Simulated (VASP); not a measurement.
Here is a VASP 6.6.1 calculation.

Contents of INCAR:

```
SYSTEM = TaSi2
PREC = Accurate
ENCUT = 500
EDIFF = 1E-6
ISMEAR = 0
SIGMA = 0.2
LREAL = .False.
LASPH = .True.
NELM = 120
ALGO = Normal
ISIF = 2
LWAVE = .False.
LCHARG = .False.
GGA = PE
NBANDS = 16
GGA_COMPAT = .False.
```

The input KPOINTS:

```
regular mesh
0
Gamma
  6 6 6
  0 0 0
```

POSCAR

```
TaSi2
1.0
    0.0000000000      3.0277270441      3.0277270441
    3.0277270441      0.0000000000      3.0277270441
    3.0277270441      3.0277270441      0.0000000000
Ta Si
1 2
Direct
    0.0000000000      0.0000000000      0.0000000000
    0.2500000000      0.2500000000      0.2500000000
    0.7500000000      0.7500000000      0.7500000000
```

Potentials or basis: VASP PAW PBE potentials, release 64 (Ta_pv, Si).

The run is started by

```sh
$ cat potpaw_PBE.64/Ta_pv/POTCAR potpaw_PBE.64/Si/POTCAR > POTCAR
$ mpirun -np 1 vasp_std > vasp.out
```

Task: What does it give for the pressure?

Result: 0.3 GPa.
